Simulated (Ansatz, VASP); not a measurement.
## NaB2: VASP beside Ansatz

```
Na B
1.0
     3.03578    0.00000    0.00000
    -1.51789    2.62906    0.00000
     0.00000    0.00000    4.31818
Na B
1 2
Cartesian
  0.0000 0.0000 0.0000
  1.5179 0.8764 2.1591
  0.0000 1.7527 2.1591
```

Change from the starting cell: species swapped into the CaSi2 type (P-3m1, No. 164).

Alike in both runs: functional PBE; k mesh 18 × 18 × 12; occupations gaussian, width 0.1 eV; no spin polarisation.

Ansatz relaxed the structure, and its values are those at the end. VASP's run is a single point on that final structure, the one shown.

|  | VASP | Ansatz |
| --- | --- | --- |
| version | VASP 6.6.1 | Ansatz 0.2.0 |
| potentials or method | VASP PAW PBE potentials, release 64 (Na_pv, B), cutoff 520 eV | scalar-relativistic, plane waves, PAW |
| valence electrons in the cell | 13 | 15 |

|  | VASP | Ansatz | Ansatz less VASP |
| --- | --- | --- | --- |
| gap on the k mesh at the Fermi level (eV) | none | none | - |
| pressure (GPa) | 0.0 | 0.0 | -0.05 |

A gap of «none» marks a metal or a gap that the smearing closes. VASP's potentials hold 13 valence electrons a cell and Ansatz's 15, so a difference there can come from the potentials and not from the codes.
